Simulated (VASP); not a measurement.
# Be3GeF2 (R-3m) in VASP: further runs, part 2 of 3

VASP 6.6.1. The steps go on from the part before.

**3. Relaxation of cell and atoms, PBE**

This run uses another cell than the first one, of 11.45 Å³/atom.

The input, INCAR:

```
ALGO = Normal ; EDIFF = 1E-7
EDIFFG = -0.04 ; ENCUT = 600
GGA = PE ; IBRION = 2
ISIF = 3 ; ISMEAR = 0
LASPH = T ; LCHARG = F
LREAL = F ; LWAVE = F
NELM = 100 ; NSW = 90
PREC = Accurate ; SIGMA = 0.1
```

The input, KPOINTS:

```
k-points
0
Gamma
  6 6 6
```

The input, POSCAR:

```
Be3GeF2
1.0
    2.2915314912      1.3230163233      3.7777091933
   -2.2915314912      1.3230163233      3.7777091933
    0.0000000000     -2.6460326466      3.7777091933
Be Ge F
3 1 2
Direct
    0.0000000000      0.5000000000      0.0000000000
    0.5000000000      0.0000000000      0.0000000000
    0.0000000000      0.0000000000      0.5000000000
    0.5000000000      0.5000000000      0.5000000000
    0.7103817096      0.7103817096      0.7103817096
    0.2896182904      0.2896182904      0.2896182904
```

Potentials or basis: VASP PAW PBE potentials, release 64 (Be, Ge_d, F).

The run is started by

```sh
$ cat potpaw_PBE.64/Be/POTCAR potpaw_PBE.64/Ge_d/POTCAR potpaw_PBE.64/F/POTCAR > POTCAR
$ mpirun -np 1 vasp_std > vasp.out
```

OUTCAR:

```text
EDIFF = 1E-7
   EDIFFG = -0.04
   ENCUT = 600
   GGA = PE
   IBRION = 2
   ISIF = 3
   ISMEAR = 0
   LASPH = T
   LREAL = F
   NELM = 100
   NSW = 90
   PREC = Accurate

 ion  position               nearest neighbor table
   1  0.000  0.500  0.000-   5 1.92   6 1.92   3 2.29   4 2.29   3 2.29   4 2.29   2 2.29   2 2.29

   2  0.500  0.000  0.000-   5 1.92   6 1.92   3 2.29   4 2.29   4 2.29   3 2.29   1 2.29   1 2.29

   3  0.000  0.000  0.500-   5 1.92   6 1.92   1 2.29   2 2.29   1 2.29   2 2.29   4 2.29   4 2.29

   4  0.500  0.500  0.500-   1 2.29   2 2.29   2 2.29   1 2.29   3 2.29   3 2.29   5 2.38   6 2.38

   5  0.710  0.710  0.710-   3 1.92   2 1.92   1 1.92   4 2.38
   6  0.290  0.290  0.290-   3 1.92   2 1.92   1 1.92   4 2.38

  LATTYP: Found a trigonal (rhomboedric) cell.
 ALAT       =     4.6122202372
 COS(alpha) =     0.5063017573

  Lattice vectors:

 A1 = (   2.2915314912,   1.3230163233,   3.7777091933)
 A2 = (  -2.2915314912,   1.3230163233,   3.7777091933)
 A3 = (   0.0000000000,  -2.6460326466,   3.7777091933)

[... 822 lines left out ...]
 cond. band min:       4.8485059994   @ k =  -0.3333   0.3333   0.3333
 fundamental gap:      0.0728626281
 Fermi energy:         4.8151829129

 k-point     1 :       0.0000    0.0000    0.0000
  band No.  band energies     occupation
      1     -20.7730      2.00000
      2     -20.4163      2.00000
      3     -20.4018      2.00000
      4     -20.4018      2.00000
      5     -20.3732      2.00000
      6     -20.2089      2.00000
[... 565 lines left out ...]
     20       9.2744      0.00000
     21      10.5230      0.00000

 [... further k-points ...]

------------------------ aborting loop because EDIFF is reached ----------------------------------------

  FORCE on cell =-STRESS in cart. coord.  units (eV):
  Direction    XX          YY          ZZ          XY          YZ          ZX
  --------------------------------------------------------------------------------------
  -------------------------------------------------------------------------------------
  Total       -0.0087273     -0.0087273     -0.0396541      0.0000000     -0.0000000      0.0000000
  in kB       -0.2031355     -0.2031355     -0.9229807      0.0000000     -0.0000000      0.0000000
  external PRESSURE =      -0.4430839 kB  Pullay stress =       0.0000000 kB

 VOLUME and BASIS-vectors are now :
 -----------------------------------------------------------------------------
  energy-cutoff  :      600.00
  volume of cell :       68.83
      direct lattice vectors                 reciprocal lattice vectors
     2.293313240  1.324045016  3.778237101     0.218025166  0.125876888  0.088224567
    -2.293313240  1.324045016  3.778237101    -0.218025166  0.125876888  0.088224567
    -0.000000000 -2.648090033  3.778237101     0.000000000 -0.251753777  0.088224567

 POSITION                                       TOTAL-FORCE (eV/Angst)
 -----------------------------------------------------------------------------------
     -1.14666      0.66202      1.88912         0.000000      0.000000      0.000000
      1.14666      0.66202      1.88912         0.000000     -0.000000      0.000000
     -0.00000     -1.32405      1.88912         0.000000      0.000000      0.000000
     -0.00000      0.00000      5.66736        -0.000000     -0.000000     -0.000000
     -0.00000      0.00000      8.04998         0.000000      0.000000     -0.029591
     -0.00000      0.00000      3.28473        -0.000000     -0.000000      0.029591
 -----------------------------------------------------------------------------------
    total drift:                               -0.000000      0.000000      0.000000

  FREE ENERGIE OF THE ION-ELECTRON SYSTEM (eV)
  ---------------------------------------------------
  free  energy   TOTEN  =       -24.0196871544 eV

  energy  without entropy=      -24.0155259907  energy(sigma->0) =      -24.01760657

 reached required accuracy - stopping structural energy minimisation
```

OSZICAR:

```text
N       E                     dE             d eps       ncg     rms          rms(c)
DAV:   1     0.337226400603E+03    0.33723E+03   -0.18722E+04  1572   0.331E+03
DAV:   2     0.266591175610E+02   -0.31057E+03   -0.29706E+03  1463   0.795E+02
DAV:   3    -0.227636306624E+02   -0.49423E+02   -0.48816E+02  1652   0.195E+02
DAV:   4    -0.248882824142E+02   -0.21247E+01   -0.21214E+01  1569   0.471E+01
[... 17 lines left out ...]
DAV:   5    -0.240196877494E+02    0.85289E-05   -0.49821E-05  1828   0.817E-02    0.663E-03
DAV:   6    -0.240196877251E+02    0.24311E-07   -0.75544E-06  1924   0.422E-02    0.486E-03
DAV:   7    -0.240196872982E+02    0.42685E-06   -0.27614E-06  1789   0.278E-02    0.194E-03
DAV:   8    -0.240196871537E+02    0.14450E-06   -0.32524E-07  1059   0.892E-03    0.319E-04
DAV:   9    -0.240196871544E+02   -0.66211E-09   -0.63710E-08   752   0.230E-03
   2 F= -.24019687E+02 E0= -.24017607E+02  d E =-.200145E-03
```

CONTCAR:

```text
Be3GeF2
   1.00000000000000
     2.2933132398164893    1.3240450163433564    3.7782371008404976
    -2.2933132398164893    1.3240450163433564    3.7782371008404976
    -0.0000000000000000   -2.6480900326867127    3.7782371008404976
  Be              Ge              F
     3     1     2
Direct
     0.0000000000000000    0.5000000000000000    0.0000000000000000
     0.5000000000000000    0.0000000000000000    0.0000000000000000
     0.0000000000000000    0.0000000000000000    0.5000000000000000
     0.5000000000000000    0.5000000000000000    0.5000000000000000
     0.7102060388844700    0.7102060388844700    0.7102060388844700
     0.2897939611155300    0.2897939611155300    0.2897939611155300

  0.00000000E+00  0.00000000E+00  0.00000000E+00
  0.00000000E+00  0.00000000E+00  0.00000000E+00
  0.00000000E+00  0.00000000E+00  0.00000000E+00
  0.00000000E+00  0.00000000E+00  0.00000000E+00
  0.00000000E+00  0.00000000E+00  0.00000000E+00
  0.00000000E+00  0.00000000E+00  0.00000000E+00
```

Wall time 2.8 min (1 thread of Intel Xeon 8259CL, shared host); peak memory 0.28 GiB.

What came out:

```yaml
Free_energy: -24.0197 eV
Relaxed_volume: 11.47 Å³/atom
Relaxed_cell: a = 4.614 Å, b = 4.614 Å, c = 4.614 Å, α = 59.61°, β = 59.61°, γ = 59.61°
Space_group_after_relaxing_to_0.1_Å: R-3m (No. 166)
Energy_gained_by_relaxing: 0.0 meV/atom
Ionic_steps: 2
Pressure_after_relaxing: 0.0 GPa
Largest_force_after_relaxing: 0.030 eV/Å
Band_gap_on_the_k_mesh: 0.07 eV (least direct gap 0.56 eV)
```

Forces in eV/Å, atoms in the order of the input:
```
Be   0.000  0.000  0.000
Be   0.000  0.000  0.000
Be   0.000  0.000  0.000
Ge   0.000  0.000  0.000
F    0.000  0.000 -0.030
F    0.000  0.000  0.030
```

The path:
| step | energy change (eV) | largest force (eV/Å) | pressure (GPa) | volume (Å³) |
| --- | --- | --- | --- | --- |
| 1 | 0.0000 | 0.0413 | 0.16 | 68.72 |
| 2 | -0.0002 | 0.0296 | -0.04 | 68.83 |

Final structure:
```xyz
6
Lattice="2.2933 1.3240 3.7782 -2.2933 1.3240 3.7782 0.0000 -2.6481 3.7782" Properties=species:S:1:pos:R:3 pbc="T T T"
Be   -1.1467    0.6620    1.8891
Be    1.1467    0.6620    1.8891
Be    0.0000   -1.3240    1.8891
Ge    0.0000    0.0000    5.6674
F     0.0000    0.0000    8.0500
F     0.0000    0.0000    3.2847
```

A k mesh can miss the band edges.

[end of part 2 of 3]
